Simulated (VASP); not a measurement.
Input of a VASP 6.6.1 run:

File INCAR:

```
SYSTEM = AuS2O5
PREC     = Accurate       ! precision mode
ENCUT    = 520            ! plane-wave cutoff, eV
EDIFF    = 1E-7           ! SCF threshold, eV
ISMEAR   = -1             ! smearing method
SIGMA    = 0.1            ! smearing width, eV
LREAL    = Auto         
LASPH    = .True.         ! aspherical terms in the spheres
NELM     = 80             ! most SCF steps
ALGO     = Normal         ! electronic algorithm
ISIF     = 2              ! what is computed and relaxed
LWAVE    = .False.        ! write WAVECAR
LCHARG   = .False.        ! write CHGCAR
GGA      = PE             ! functional
NBANDS   = 67             ! bands
```

The input KPOINTS:

```
regular mesh
0
Gamma
  5 5 3
  0 0 0
```

POSCAR

```
AuS2O5
1.0
    0.0000000000      4.7529450000      0.0000000000
    6.0447090000     -2.3764720000      0.0000000000
    2.9159090000      0.0000000000     -7.2342190000
S Au O
4 2 10
Direct
    0.2044000000      0.2798000000      0.1701700000
    0.9246000000      0.7202000000      0.3298300000
    0.7956000000      0.7202000000      0.8298300000
    0.0754000000      0.2798000000      0.6701700000
    0.5000000000      0.0000000000      0.5000000000
    0.5000000000      0.0000000000      0.0000000000
    0.8820000000      0.0000000000      0.2500000000
    0.1180000000      0.0000000000      0.7500000000
    0.4009000000      0.2512000000      0.3407000000
    0.1497000000      0.7488000000      0.1593000000
    0.5991000000      0.7488000000      0.6593000000
    0.8503000000      0.2512000000      0.8407000000
    0.3987000000      0.2524000000      0.0126000000
    0.1463000000      0.7476000000      0.4874000000
    0.6013000000      0.7476000000      0.9874000000
    0.8537000000      0.2524000000      0.5126000000
```

Potentials or basis: VASP PAW PBE potentials, release 64 (S, Au, O).

Command:

```sh
$ cat potpaw_PBE.64/S/POTCAR potpaw_PBE.64/Au/POTCAR potpaw_PBE.64/O/POTCAR > POTCAR
$ mpirun -np 1 vasp_std > vasp.out
```

Question: What does it give for the largest force?

Answer: 5.953 eV/Å.

Question: What does it give for the band gap on the k mesh?

Answer: Zero (band 53 reaches 5.97 eV, above the bottom of band 54 at 5.92 eV).

Question: Predict the pressure.

Answer: 12.8 GPa.

Stress tensor (GPa, compression positive):
```
21.57  0.00  8.72
 0.00 12.73  0.00
 8.72  0.00  4.22
```

Caveat: spin-orbit coupling is left out, which moves the levels of the heavy elements; forces of over 1 eV/Å act on the atoms, so gaps and moduli don't describe the material at rest.
